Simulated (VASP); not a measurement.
**C11O: single point with PBE+D3(BJ)**

C11O, a slab with vacuum:

```
CELL_PARAMETERS angstrom
3.64732 0.00000 0.00000
-1.66588 3.93102 0.00000
0.00000 0.00000 23.18096
ATOMIC_POSITIONS crystal
C 0.50018 0.33339 0.17256
C 0.49982 0.66661 0.17256
C 0.50018 0.83339 0.22572
C 0.49982 0.16661 0.22572
C 0.50002 0.33532 0.27887
C 0.49998 0.66468 0.27887
C 0.50013 0.83665 0.33226
C 0.49987 0.16335 0.33226
C 0.49976 0.35443 0.38096
C 0.50024 0.64557 0.38096
C 0.49976 0.85443 0.56861
O 0.49976 0.85443 0.51900
```

| Property | Result |
| --- | --- |
| Program | VASP 6.6.1 |
| Task | single point |
| Functional | PBE |
| Dispersion | D3(BJ) |
| Potentials or basis | VASP PAW PBE potentials, release 64 (C, O) |
| Cutoff | 520 eV |
| k mesh | 8 × 7 × 1 |
| Occupations | gaussian, width 0.05 eV |
| Spin | no spin polarisation |

```json
{
  "Largest force": "6.777 eV/Å",
  "Band gap on the k mesh": "zero (bands 25 and 26 overlap by 0.73 eV)",
  "Dispersion energy per atom": "-0.106 eV"
}
```

Forces on the atoms (eV/Å):
```
C   -2.626  6.143  1.135
C    2.626 -6.143  1.136
C   -0.161  0.384 -1.175
C    0.161 -0.382 -1.175
C    0.009 -0.011  0.000
C   -0.006  0.004  0.002
C   -0.013  0.029  0.023
C    0.006 -0.012  0.004
C    0.026 -0.062  0.057
C   -0.014  0.034 -0.008
C    0.001 -0.003 -0.724
O   -0.008  0.017  0.726
```

Levels at points of the mesh, in eV from the Fermi level:
```
           k point  band 21  band 22  band 23  band 24  band 25  band 26  band 27  band 28  band 29  band 30
(0.00, 0.00, 0.00)    -2.04    -1.46    -1.38    -1.33     0.62     0.68     1.27     1.75     2.24     3.36
(0.50, 0.00, 0.00)    -2.74    -1.74    -1.07    -0.76     0.08     1.12     1.29     1.93     2.09     2.44
```

Wall time 7.5 min on 1 thread of Intel(R) Xeon(R) Platinum 8488C (Sapphire Rapids), with other jobs on the host, peak memory 0.53 GiB.
